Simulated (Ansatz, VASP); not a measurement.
# Sb: VASP beside Ansatz

```
CELL_PARAMETERS angstrom
3.22198 0.00000 0.00000
0.00000 3.22198 0.00000
0.00000 0.00000 3.22198
ATOMIC_POSITIONS crystal
Sb 0.00000 0.00000 0.00000
```

Alike in both runs: task single point; functional r2SCAN0; k mesh 4 × 4 × 4; occupations fermi-dirac, width 0.05 eV; no spin polarisation.

|  | VASP | Ansatz |
| --- | --- | --- |
| version | VASP 6.6.1 | Ansatz 0.2.0 |
| potentials or method | VASP PAW PBE potentials, release 64 (Sb_d_GW) | Ansatz PAW |
| plane-wave cutoff (eV) | 440 | 500 |
| valence electrons in the cell | 15 | 15 |

|  | VASP | Ansatz | Ansatz less VASP |
| --- | --- | --- | --- |
| gap on the k mesh at the Fermi level (eV) | none | none | - |
| pressure (GPa) | -8.1 | -8.0 | +0.08 |

VASP's potentials were made for PBE, not for r2SCAN0. A gap of «none» marks a metal or a gap that the smearing closes. The functional is the same, so the differences come from potentials, cutoffs and numerics.

The k mesh is coarse, so the values compare programs but aren't converged. Neither program's run includes spin-orbit coupling.
